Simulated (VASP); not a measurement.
# Os (R-3m) in VASP: further runs

Os is run at these levels: PBEsol; tasks: single point.

Everything below comes from runs of VASP 6.6.1. Logs are shortened: lines on timing, memory, paths and dates and some standing lists are left out, and cuts for length are marked.

## Step 1: The cell of the first run

It takes space group R-3m (No. 166, trigonal). The conventional cell has a = 2.183 Å, b = 2.183 Å, c = 10.695 Å, α = 90.00°, β = 90.00°, γ = 120.00°. Within 2.9 Å of Os (site symmetry -3m) lie 6 Os at 2.18 Å.

## Step 2: Single point, PBEsol

The input, INCAR:

```
PREC = Accurate
ENCUT = 520
EDIFF = 1E-6
ISMEAR = 0
SIGMA = 0.15
LREAL = F
LASPH = T
NELM = 60
ALGO = Fast
ISIF = 2
LWAVE = F
LCHARG = F
GGA = PS
NBANDS = 10
```

The input, KPOINTS:

```
Automatic mesh
0
Gamma
  24 24 24
```

The input, POSCAR:

```
Os
1.0
    1.0291650154      2.5729125384      2.5729125384
    2.5729125384      1.0291650154      2.5729125384
    2.5729125384      2.5729125384      1.0291650154
Os
1
Direct
    0.0000000000      0.0000000000      0.0000000000
```

Potentials or basis: VASP PAW PBE potentials, release 64 (Os).

Started as:

```sh
cat potpaw_PBE.64/Os/POTCAR > POTCAR
mpirun -np 1 vasp_std > vasp.out
```

OUTCAR:

```text
PREC = Accurate
   ENCUT = 520
   EDIFF = 1E-6
   ISMEAR = 0
   LREAL = F
   LASPH = T
   NELM = 60
   ISIF = 2
   GGA = PS

 ion  position               nearest neighbor table
   1  0.000  0.000  0.000-

  LATTYP: Found a trigonal (rhomboedric) cell.
 ALAT       =     3.7813937231
 COS(alpha) =     0.8333333333

  Lattice vectors:

 A1 = (   1.0291650154,   2.5729125384,   2.5729125384)
 A2 = (   2.5729125384,   1.0291650154,   2.5729125384)
 A3 = (   2.5729125384,   2.5729125384,   1.0291650154)

Analysis of symmetry for initial positions (statically):
=====================================================================
 Subroutine PRICEL returns:
 Original cell was already a primitive cell.

 Routine SETGRP: Setting up the symmetry group for a
 trigonal (rhombohedral) supercell.

 Subroutine GETGRP returns: Found 12 space group operations
 (whereof 12 operations were pure point group operations)
 out of a pool of 12 trial point group operations.

The static configuration has the point symmetry D_3d.

Analysis of symmetry for dynamics (positions and initial velocities):
=====================================================================
 Subroutine PRICEL returns:
 Original cell was already a primitive cell.

 Routine SETGRP: Setting up the symmetry group for a
 trigonal (rhombohedral) supercell.

 Subroutine GETGRP returns: Found 12 space group operations
 (whereof 12 operations were pure point group operations)
 out of a pool of 12 trial point group operations.

The dynamic configuration has the point symmetry D_3d.

 Subroutine INISYM returns: Found 12 space group operations
 (whereof 12 operations are pure point group operations),
 and found     1 'primitive' translations

----------------------------------------------------------------------------------------

                                     Primitive cell

  volume of cell :      14.7160

  direct lattice vectors                    reciprocal lattice vectors
     1.029165015  2.572912538  2.572912538    -0.377868353  0.269905966  0.269905966
     2.572912538  1.029165015  2.572912538     0.269905966 -0.377868353  0.269905966
     2.572912538  2.572912538  1.029165015     0.269905966  0.269905966 -0.377868353

  length of vectors
     3.781393723  3.781393723  3.781393723     0.537106091  0.537106091  0.537106091

  position of ions in fractional coordinates (direct lattice)
     0.000000000  0.000000000  0.000000000

  ion indices of the primitive-cell ions
   primitive index   ion index
                 1           1

----------------------------------------------------------------------------------------

 KPOINTS: Automatic mesh

Automatic generation of k-mesh.
 Grid dimensions read from file:
 generate k-points for:   24   24   24

 Generating k-lattice:

  Cartesian coordinates                     Fractional coordinates (reciprocal lattice)
    -0.015744515  0.011246082  0.011246082     0.041666667  0.000000000 -0.000000000
     0.011246082 -0.015744515  0.011246082     0.000000000  0.041666667 -0.000000000
     0.011246082  0.011246082 -0.015744515     0.000000000  0.000000000  0.041666667

  Length of vectors
     0.022379420  0.022379420  0.022379420

  Shift w.r.t. Gamma in fractional coordinates (k-lattice)
     0.000000000  0.000000000  0.000000000

 Subroutine IBZKPT returns following result:
 ===========================================

 Found   1313 irreducible k-points:

 Following reciprocal coordinates:
            Coordinates               Weight
  0.000000  0.000000  0.000000      1.000000
  0.041667  0.000000  0.000000      6.000000
  0.083333 -0.000000  0.000000      6.000000
  0.125000  0.000000  0.000000      6.000000
  0.166667 -0.000000 -0.000000      6.000000
  0.208333  0.000000  0.000000      6.000000
[... 16 lines left out ...]
  0.416667  0.041667  0.000000     12.000000
  0.458333  0.041667  0.000000     12.000000
 [... further k-points ...]
   k-points           NKPTS =   1313   k-points in BZ     NKDIM =   1313   number of bands    NBANDS=     10
   number of dos      NEDOS =    301   number of ions     NIONS =      1
   total plane-waves  NPLWV =  21952
   dimension x,y,z NGX =    28 NGY =   28 NGZ =   28
   dimension x,y,z NGXF=    56 NGYF=   56 NGZF=   56
   ions per type =               1
   NGX,Y,Z   is equivalent  to a cutoff of  12.31, 12.31, 12.31 a.u.
   NGXF,Y,Z  is equivalent  to a cutoff of  24.62, 24.62, 24.62 a.u.
 SYSTEM =  unknown system
   PREC   = accura    normal or accurate (medium, high low for compatibility)
   ISTART =      0    job   : 0-new  1-cont  2-samecut
   ICHARG =      2    charge: 1-file 2-atom 10-const
   ISPIN  =      1    spin polarized calculation?
   LNONCOLLINEAR =      F non collinear calculations
   LSORBIT =      F    spin-orbit coupling
   LASPH  =      T    aspherical Exc in radial PAW
   ENCUT  =  520.0 eV  38.22 Ry    6.18 a.u.   7.03  7.03  7.03*2*pi/ulx,y,z
   NELM   =     60;   NELMIN=  2; NELMDL= -5     # of ELM steps
   EDIFF  = 0.1E-05   stopping-criterion for ELM
   LREAL  =      F    real-space projection
   EDIFFG = 0.1E-04   stopping-criterion for IOM
   NSW    =      0    number of steps for IOM
   IBRION =     -1    ionic relax: 0-MD 1-quasi-New 2-CG
   NFREE  =      0    steps in history (QN), initial steepest desc. (CG)
   ISIF   =      2    stress and relaxation
   ISYM   =      2    0-nonsym 1-usesym 2-fastsym
   POTIM  = 0.5000    time-step for ionic-motion
   TEBEG  =    0.0;   TEEND  =   0.0 temperature during run
   PSTRESS=    0.0 pullay stress
   NELECT =       8.0000    total number of electrons
   NUPDOWN=      -1.0000    fix difference up-down
   EMIN   =  10.00;   EMAX   =-10.00  energy-range for DOS
   EFERMI =   0.00;   METHOD = LEGACY
   ISMEAR =     0;   SIGMA  =   0.15  broadening in eV -4-tet -1-fermi 0-gaus
   EFERMI_NEDOS =   21; number of points for ismear=-14 and -15
   IALGO  =     68    algorithm
   IMIX   =      4    mixing-type and parameters
     AMIX     =   0.40;   BMIX     =  1.00
     AMIX_MAG =   1.60;   BMIX_MAG =  1.00
  volume/ion in A,a.u.               =      14.72        99.31
  Fermi-wavevector in a.u.,A,eV,Ry     =   1.336109  2.524880 24.288947  1.785187
  Thomas-Fermi vector in A             =   2.464761
   LORBIT       =      0    0 simple, 1 ext, 2 COOP (PROOUT), +10 PAW based schemes
   GGA     = PS    functional components
   LHFCALC =     F    Hartree Fock is set to
   AEXX    =    0.0000 exact exchange contribution
   IVDW    =     0    specifies the selected vdW correction
   LEPSILON=     F    determine dielectric tensor
   LRPA    =     F    only Hartree local field effects (RPA)
 non-spin polarized calculation
 RMM-DIIS sequential band-by-band and
 Gauss-broadening in eV      SIGMA  =   0.15
  energy-cutoff  :      520.00
  volume of cell :       14.72
 maximum number of plane-waves:       407
   NGX = 15   NGY = 15   NGZ = 15

 number of electron       7.9999999 magnetization

 Free energy of the ion-electron system (eV)
  ---------------------------------------------------
  ext. energy  EPLUGINS =         0.00000000
  ---------------------------------------------------
  free energy    TOTEN  =        -5.95763162 eV

  energy without entropy =       -5.94746184  energy(sigma->0) =       -5.95254673

 E-fermi :   8.6163     XC(G=0): -13.1987

 val. band max:        8.6160593761   @ k =  -0.4167  -0.4583   0.1667
 cond. band min:       8.6179233897   @ k =  -0.2917  -0.3750   0.2500
 fundamental gap:      0.0018640137
 Fermi energy:         8.6162819909

 k-point     1 :       0.0000    0.0000    0.0000
  band No.  band energies     occupation
      1      -2.9085      2.00000
      2       1.1800      2.00000
      3       4.1895      2.00000
      4       4.1895      2.00000
      5      12.5594      0.00000
      6      12.5594      0.00000
      7      13.0120      0.00000
      8      23.1997      0.00000
      9      26.2971      0.00000
     10      36.7864      0.00000

 k-point     2 :       0.0417    0.0000    0.0000
  band No.  band energies     occupation
      1      -2.7217      2.00000
      2       1.2500      2.00000
      3       4.0440      2.00000
      4       4.3388      2.00000
      5      11.2153      0.00000
      6      12.5009      0.00000
      7      14.3229      0.00000
      8      23.2396      0.00000
      9      26.6629      0.00000
     10      36.9034      0.00000

 k-point     3 :       0.0833   -0.0000    0.0000
  band No.  band energies     occupation
      1      -2.1924      2.00000
      2       1.4574      2.00000
      3       3.6677      2.00000
      4       4.7833      2.00000
      5       9.6779      0.00000
      6      12.3321      0.00000
      7      15.7500      0.00000
      8      23.3688      0.00000
      9      27.7176      0.00000
     10      36.2995      0.00000

 k-point     4 :       0.1250    0.0000    0.0000
  band No.  band energies     occupation
      1      -1.4404      2.00000
      2       1.7841      2.00000
      3       3.2558      2.00000
      4       5.5125      2.00000
      5       8.1786      1.99996
      6      12.0714      0.00000
      7      17.0311      0.00000
      8      23.6128      0.00000
      9      29.3472      0.00000
     10      34.4489      0.00000
[... 222 lines left out ...]
 k-point    22 :       0.3750    0.0417   -0.0000
  band No.  band energies     occupation
      1      -2.3155      2.00000
      2       1.6755      2.00000
      3       5.8839      2.00000
      4       9.5798      0.00000
      5       9.9785      0.00000
      6      13.8175      0.00000
      7      19.6284      0.00000
      8      25.0530      0.00000
      9      26.2893      0.00000
     10      32.4171      0.00000

 k-point    23 :       0.4167    0.0417    0.0000
  band No.  band energies     occupation
      1      -2.7429      2.00000
      2       1.0823      2.00000
      3       6.7411      2.00000
      4       9.7188      0.00000
      5      11.1761      0.00000
      6      15.2863      0.00000
      7      19.8822      0.00000
      8      24.0445      0.00000
      9      26.2154      0.00000
     10      32.6878      0.00000

 k-point    24 :       0.4583    0.0417    0.0000
  band No.  band energies     occupation
      1      -3.0377      2.00000
      2       0.6761      2.00000
      3       7.4650      2.00000
      4       9.5480      0.00000
      5      12.2499      0.00000
      6      16.3516      0.00000
      7      20.3827      0.00000
      8      23.3784      0.00000
      9      26.2133      0.00000
     10      32.7779      0.00000

 [... further k-points ...]
[... 5 lines left out ...]
  --------------------------------------------------------------------------------------
  -------------------------------------------------------------------------------------
  Total       19.9339093     19.9339093     19.9339093    -10.0409517    -10.0409517    -10.0409517
  in kB     2170.2724041   2170.2724041   2170.2724041  -1093.1925091  -1093.1925091  -1093.1925091
  external PRESSURE =    2170.2724041 kB  Pullay stress =       0.0000000 kB

 VOLUME and BASIS-vectors are now :
 -----------------------------------------------------------------------------
  energy-cutoff  :      520.00
  volume of cell :       14.72
      direct lattice vectors                 reciprocal lattice vectors
     1.029165015  2.572912538  2.572912538    -0.377868353  0.269905966  0.269905966
     2.572912538  1.029165015  2.572912538     0.269905966 -0.377868353  0.269905966
     2.572912538  2.572912538  1.029165015     0.269905966  0.269905966 -0.377868353

 POSITION                                       TOTAL-FORCE (eV/Angst)
 -----------------------------------------------------------------------------------
      0.00000      0.00000      0.00000         0.000000      0.000000     -0.000000
 -----------------------------------------------------------------------------------
    total drift:                               -0.000000     -0.000000     -0.000000

  FREE ENERGIE OF THE ION-ELECTRON SYSTEM (eV)
  ---------------------------------------------------
  free  energy   TOTEN  =        -5.9576316185 eV

  energy  without entropy=       -5.9474618372  energy(sigma->0) =       -5.95254673
```

It took 2.3 min on 1 thread of Intel Xeon 6975P-C (Granite Rapids), shared host; peak memory 0.34 GiB.

Results:

```yaml
Free_energy: -5.9576 eV
Pressure: 217.0 GPa
Band_gap_on_the_k_mesh: zero (band 4 reaches 10.25 eV, above the bottom of band 5 at 5.54 eV)
```

Stress tensor (GPa, compression positive):
```
 217.03 -109.32 -109.32
-109.32  217.03 -109.32
-109.32 -109.32  217.03
```

Caveat: the PAW data sets were made with another functional, which shifts forces and pressure a little; spin-orbit coupling is left out, which moves the levels of the heavy elements.

## Step 3: Single point, PBEsol

This run uses another cell than the first one, of the same volume but with other edges.

The input, INCAR:

```
ALGO = Fast
EDIFF = 1E-6
ENCUT = 520
GGA = PS
ISIF = 2
ISMEAR = 0
LASPH = True
LCHARG = False
LREAL = False
LWAVE = False
NBANDS = 10
NELM = 80
PREC = Accurate
SIGMA = 0.15
```

The input, KPOINTS:

```
k-points
0
Gamma
  24 24 24
```

The input, POSCAR:

```
Os
1.0
   -0.4215090416      1.7587101392      1.7587101392
    1.7587101392     -0.4215090416      1.7587101392
    1.7587101392      1.7587101392     -0.4215090416
Os
1
Direct
    0.0000000000      0.0000000000      0.0000000000
```

Potentials or basis: VASP PAW PBE potentials, release 64 (Os).

Started as:

```sh
cat potpaw_PBE.64/Os/POTCAR > POTCAR
mpirun -np 1 vasp_std > vasp.out
```

It took 63 s on 1 thread of Intel Xeon 6975P-C (Granite Rapids), shared host; peak memory 0.31 GiB.

The run converged. Its results:

| Quantity | Value |
| --- | --- |
| Free energy | -10.7834 eV |
| Pressure | 18.3 GPa |
| Band gap on the k mesh | zero (band 4 reaches 12.87 eV, above the bottom of band 5 at 6.84 eV) |

Stress tensor (GPa, compression positive):
```
18.29 16.43 16.43
16.43 18.29 16.43
16.43 16.43 18.29
```

Levels at points of the mesh, in eV from the Fermi level:
```csv
k point,band 1,band 2,band 3,band 4,band 5,band 6,band 7,band 8
"(0.00, 0.00, 0.00)",-10.83,-5.91,-5.91,0.77,1.02,1.02,13.88,17.32
"(0.50, 0.00, 0.00)",-7.70,-5.64,-1.48,-0.44,0.59,0.63,8.13,15.99
"(0.50, 0.50, 0.00)",-7.78,-6.61,0.48,0.72,2.47,4.39,7.80,12.46
"(0.50, 0.50, 0.50)",-7.58,-4.94,-4.94,3.93,4.10,4.10,10.78,14.04
```

Caveat: the PAW data sets were made with another functional, which shifts forces and pressure a little; spin-orbit coupling is left out, which moves the levels of the heavy elements.

[end of part 1 of 2]
